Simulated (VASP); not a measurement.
# CsSnBr3 (Pm-3m) in VASP: single point with PBE

Aim: the single point of CsSnBr3 with PBE.

Program: VASP 6.6.1. These are calculated values, not measurements. Logs are shortened: lines on timing, memory, paths and dates and some standing lists are left out, and cuts for length are marked.

**1. The cell of the first run**

It takes space group Pm-3m (No. 221, cubic). Conventional cell: a = 5.841 Å, b = 5.841 Å, c = 5.841 Å, α = 90.00°, β = 90.00°, γ = 90.00°. Cs (site symmetry m-3m) has 12 Br at 4.13 Å and 8 Sn at 5.06 Å within 5.4 Å. Sn (site symmetry m-3m) has 6 Br at 2.92 Å within 3.8 Å. Br (site symmetry 4/mmm) has 2 Sn at 2.92 Å within 3.8 Å.

**2. Single point, PBE, non-collinear spin, zero start, spin-orbit coupling**

The input, INCAR:

```
SYSTEM = CsSnBr3
  PREC = Accurate
  ENCUT = 500
  EDIFF = 1E-6
  ISMEAR = -1
  SIGMA = 0.02
  LREAL = .FALSE.
  LASPH = .TRUE.
  NELM = 200
  ALGO = Normal
  ISIF = 2
  LWAVE = .FALSE.
  LCHARG = .TRUE.
  MAGMOM = 0 0 0 0 0 0 0 0 0 0 0 0 0 0 0
  LORBIT = 11
  LSORBIT = .TRUE.
  GGA_COMPAT = .FALSE.
  LORBMOM = .TRUE.
  GGA = PE
  LVHAR = .TRUE.
  NBANDS = 59
```

The input, KPOINTS:

```
regular mesh
0
G
  4 4 4
  0 0 0
```

The input, POSCAR:

```
CsSnBr3
1.0
    5.8411484913      0.0000000000      0.0000000000
    0.0000000000      5.8411484913      0.0000000000
    0.0000000000      0.0000000000      5.8411484913
Cs Sn Br
1 1 3
Direct
    0.0000000000      0.0000000000      0.0000000000
    0.5000000000      0.5000000000      0.5000000000
    0.5000000000      0.5000000000      0.0000000000
    0.5000000000      0.0000000000      0.5000000000
    0.0000000000      0.5000000000      0.5000000000
```

Potentials or basis: VASP PAW PBE potentials, release 64 (Cs_sv, Sn_d, Br).

On the command line:

```bash
$ cat potpaw_PBE.64/Cs_sv/POTCAR potpaw_PBE.64/Sn_d/POTCAR potpaw_PBE.64/Br/POTCAR > POTCAR
$ mpirun -np 1 vasp_ncl > vasp.out
```

OUTCAR:

```text
SYSTEM = CsSnBr3
   PREC = Accurate
   ENCUT = 500
   EDIFF = 1E-6
   ISMEAR = -1
   LREAL = .FALSE.
   LASPH = .TRUE.
   NELM = 200
   ISIF = 2
   LORBIT = 11
   LSORBIT = .TRUE.
   GGA = PE

 ion  position               nearest neighbor table
   1  0.000  0.000  0.000-
   2  0.500  0.500  0.500-   3 2.92   4 2.92   5 2.92   3 2.92   4 2.92   5 2.92
   3  0.500  0.500  0.000-   2 2.92   2 2.92
   4  0.500  0.000  0.500-   2 2.92   2 2.92
   5  0.000  0.500  0.500-   2 2.92   2 2.92

  LATTYP: Found a simple cubic cell.
 ALAT       =     5.8411484913

  Lattice vectors:

 A1 = (   5.8411484913,   0.0000000000,   0.0000000000)
 A2 = (   0.0000000000,   5.8411484913,   0.0000000000)
 A3 = (   0.0000000000,   0.0000000000,   5.8411484913)

Analysis of symmetry for initial positions (statically):
=====================================================================
 Subroutine PRICEL returns:
 Original cell was already a primitive cell.

 Routine SETGRP: Setting up the symmetry group for a
 simple cubic supercell.

 Subroutine GETGRP returns: Found 48 space group operations
 (whereof 48 operations were pure point group operations)
 out of a pool of 48 trial point group operations.

The static configuration has the point symmetry O_h .

Analysis of symmetry for dynamics (positions and initial velocities):
=====================================================================
 Subroutine PRICEL returns:
 Original cell was already a primitive cell.

 Routine SETGRP: Setting up the symmetry group for a
 simple cubic supercell.

 Subroutine GETGRP returns: Found 48 space group operations
 (whereof 48 operations were pure point group operations)
 out of a pool of 48 trial point group operations.

The dynamic configuration has the point symmetry O_h .

Analysis of structural, dynamic, and magnetic symmetry:
=====================================================================
 Subroutine PRICEL returns:
 Original cell was already a primitive cell.

 Routine SETGRP: Setting up the symmetry group for a
 simple cubic supercell.

 Subroutine GETGRP returns: Found 48 space group operations
 (whereof 48 operations were pure point group operations)
 out of a pool of 48 trial point group operations.

The overall configuration has the point symmetry O_h .

 Subroutine INISYM returns: Found 48 space group operations
 (whereof 48 operations are pure point group operations),
 and found     1 'primitive' translations

----------------------------------------------------------------------------------------

                                     Primitive cell

  volume of cell :     199.2942

  direct lattice vectors                    reciprocal lattice vectors
     5.841148491  0.000000000  0.000000000     0.171199209  0.000000000  0.000000000
     0.000000000  5.841148491  0.000000000     0.000000000  0.171199209  0.000000000
     0.000000000  0.000000000  5.841148491     0.000000000  0.000000000  0.171199209

  length of vectors
     5.841148491  5.841148491  5.841148491     0.171199209  0.171199209  0.171199209

  position of ions in fractional coordinates (direct lattice)
     0.000000000  0.000000000  0.000000000
     0.500000000  0.500000000  0.500000000
     0.500000000  0.500000000  0.000000000
     0.500000000  0.000000000  0.500000000
     0.000000000  0.500000000  0.500000000

  ion indices of the primitive-cell ions
   primitive index   ion index
                 1           1
                 2           2
                 3           3
                 4           4
                 5           5

----------------------------------------------------------------------------------------

 KPOINTS: regular mesh

Automatic generation of k-mesh.
 Grid dimensions read from file:
 generate k-points for:    4    4    4

 Generating k-lattice:

  Cartesian coordinates                     Fractional coordinates (reciprocal lattice)
[... 99 lines left out ...]

 val. band max:        2.1768242506   @ k =   0.5000   0.5000   0.5000
 cond. band min:       2.3365005633   @ k =   0.5000   0.5000   0.5000
 fundamental gap:      0.1596763127
 Fermi energy:         2.2566624071

 k-point     1 :       0.0000    0.0000    0.0000
  band No.  band energies     occupation
      1     -20.6423      1.00000
      2     -20.6423      1.00000
      3     -20.6423      1.00000
      4     -20.6423      1.00000
      5     -20.1065      1.00000
      6     -20.1065      1.00000
[... 579 lines left out ...]
     55       6.5117      0.00000
     56       6.5117      0.00000
 [bands above 56 left out]

------------------------ aborting loop because EDIFF is reached ----------------------------------------

  FORCE on cell =-STRESS in cart. coord.  units (eV):
  Direction    XX          YY          ZZ          XY          YZ          ZX
  --------------------------------------------------------------------------------------
  -------------------------------------------------------------------------------------
  Total        0.9071640      0.9071640      0.9071640      0.0000000      0.0000000     -0.0000000
  in kB        7.2929237      7.2929237      7.2929237      0.0000000      0.0000000     -0.0000000
  external PRESSURE =       7.2929237 kB  Pullay stress =       0.0000000 kB

 VOLUME and BASIS-vectors are now :
 -----------------------------------------------------------------------------
  energy-cutoff  :      500.00
  volume of cell :      199.29
      direct lattice vectors                 reciprocal lattice vectors
     5.841148491  0.000000000  0.000000000     0.171199209  0.000000000  0.000000000
     0.000000000  5.841148491  0.000000000     0.000000000  0.171199209  0.000000000
     0.000000000  0.000000000  5.841148491     0.000000000  0.000000000  0.171199209

 POSITION                                       TOTAL-FORCE (eV/Angst)
 -----------------------------------------------------------------------------------
      0.00000      0.00000      0.00000         0.000000      0.000000      0.000000
      2.92057      2.92057      2.92057         0.000000      0.000000      0.000000
      2.92057      2.92057      0.00000         0.000000      0.000000      0.000000
      2.92057      0.00000      2.92057         0.000000      0.000000      0.000000
      0.00000      2.92057      2.92057         0.000000      0.000000      0.000000
 -----------------------------------------------------------------------------------
    total drift:                                0.000000     -0.000000     -0.000000

  FREE ENERGIE OF THE ION-ELECTRON SYSTEM (eV)
  ---------------------------------------------------
  free  energy   TOTEN  =       -16.0598647321 eV

  energy  without entropy=      -16.0597513970  energy(sigma->0) =      -16.05980806

 orbital moment (x)

 # of ion     p       d       tot
 ----------------------------------------
  1         0.000  -0.000  -0.000
  2         0.000  -0.000  -0.000
  3         0.000   0.000   0.000
  4         0.000   0.000   0.000
  5         0.000   0.000   0.000
 ----------------------------------------
            0.000  -0.000  -0.000

 orbital moment (y)

 # of ion     p       d       tot
 ----------------------------------------
  1         0.000  -0.000  -0.000
  2         0.000  -0.000  -0.000
  3        -0.000   0.000   0.000
  4        -0.000  -0.000  -0.000
  5         0.000   0.000   0.000
 ----------------------------------------
           -0.000  -0.000  -0.000

 orbital moment (z)

 # of ion     p       d       tot
 ----------------------------------------
  1         0.000   0.000   0.000
  2         0.000   0.000   0.000
  3         0.000   0.000   0.000
  4         0.000   0.000   0.000
  5         0.000   0.000   0.000
 ----------------------------------------
            0.000   0.000   0.000

 Spin-Orbit-Coupling matrix elements

 Ion:    1  E_soc:     -0.3233535
 l=   1
     0.0000000    -0.0538749    -0.0538749
    -0.0538749     0.0000000    -0.0538749
    -0.0538749    -0.0538749     0.0000000
 l=   2
     0.0000000    -0.0000033     0.0000000    -0.0000033    -0.0000141
    -0.0000033     0.0000000    -0.0000106    -0.0000033    -0.0000035
     0.0000000    -0.0000106     0.0000000    -0.0000106     0.0000000
    -0.0000033    -0.0000033    -0.0000106     0.0000000    -0.0000035
    -0.0000141    -0.0000035     0.0000000    -0.0000035     0.0000000
 l=   3
     0.0000000     0.0000000     0.0000000     0.0000000     0.0000000     0.0000000     0.0000000
     0.0000000     0.0000000     0.0000000     0.0000000     0.0000000     0.0000000     0.0000000
     0.0000000     0.0000000     0.0000000     0.0000000     0.0000000     0.0000000     0.0000000
     0.0000000     0.0000000     0.0000000     0.0000000     0.0000000     0.0000000     0.0000000
[... 69 lines left out ...]
 l=   2
     0.0000000    -0.0000001     0.0000000    -0.0000010     0.0000034
    -0.0000001     0.0000000    -0.0000002    -0.0000001    -0.0000001
     0.0000000    -0.0000002     0.0000000     0.0000014     0.0000000
    -0.0000010    -0.0000001     0.0000014     0.0000000     0.0000020
     0.0000034    -0.0000001     0.0000000     0.0000020     0.0000000
 l=   3
     0.0000000     0.0000000     0.0000000     0.0000000     0.0000000     0.0000000     0.0000000
     0.0000000     0.0000000     0.0000000     0.0000000     0.0000000     0.0000000     0.0000000
     0.0000000     0.0000000     0.0000000     0.0000000     0.0000000     0.0000000     0.0000000
     0.0000000     0.0000000     0.0000000     0.0000000     0.0000000     0.0000000     0.0000000
     0.0000000     0.0000000     0.0000000     0.0000000     0.0000000     0.0000000     0.0000000
     0.0000000     0.0000000     0.0000000     0.0000000     0.0000000     0.0000000     0.0000000
     0.0000000     0.0000000     0.0000000     0.0000000     0.0000000     0.0000000     0.0000000

 total charge

# of ion       s       p       d       tot
------------------------------------------
    1        1.831   4.710   0.012   6.553
    2        1.441   0.564  10.000  12.004
    3        1.613   3.245   0.010   4.867
    4        1.613   3.245   0.010   4.867
    5        1.613   3.245   0.010   4.867
--------------------------------------------------
tot          8.111  15.008  10.040  33.159

 magnetization (x)

# of ion       s       p       d       tot
------------------------------------------
    1        0.000   0.000   0.000   0.000
    2        0.000  -0.000  -0.000   0.000
    3        0.000   0.000  -0.000   0.000
    4       -0.000  -0.000  -0.000  -0.000
    5        0.000   0.000  -0.000   0.000
--------------------------------------------------
tot          0.000  -0.000  -0.000   0.000

 magnetization (y)

# of ion       s       p       d       tot
------------------------------------------
    1       -0.000   0.000   0.000   0.000
    2        0.000  -0.000   0.000   0.000
    3       -0.000  -0.000  -0.000  -0.000
    4       -0.000   0.000  -0.000   0.000
    5       -0.000   0.000   0.000  -0.000
--------------------------------------------------
tot         -0.000   0.000   0.000  -0.000

 magnetization (z)

# of ion       s       p       d       tot
------------------------------------------
    1        0.000  -0.000  -0.000   0.000
    2        0.000   0.000   0.000   0.000
    3        0.000   0.000  -0.000   0.000
    4        0.000   0.000  -0.000   0.000
    5        0.000   0.000   0.000   0.000
--------------------------------------------------
tot          0.000   0.000   0.000   0.000
```

Run time: 4.6 min. Hardware: 1 thread of AMD EPYC 7R13 (Zen 3), shared host; peak memory 0.79 GiB.

What came out:

* Free energy: -16.0599 eV
* Pressure: 0.7 GPa
* Net moment: 0.00 μB per cell
* Valence electrons inside the program's atomic spheres: Cs 6.55; Sn 12.00; Br 4.87

Moments on the atoms (μB; x, y, z):
```
Cs  0.00 0.00 0.00
Sn  0.00 0.00 0.00
Br  0.00 0.00 0.00
Br  0.00 0.00 0.00
Br  0.00 0.00 0.00
```
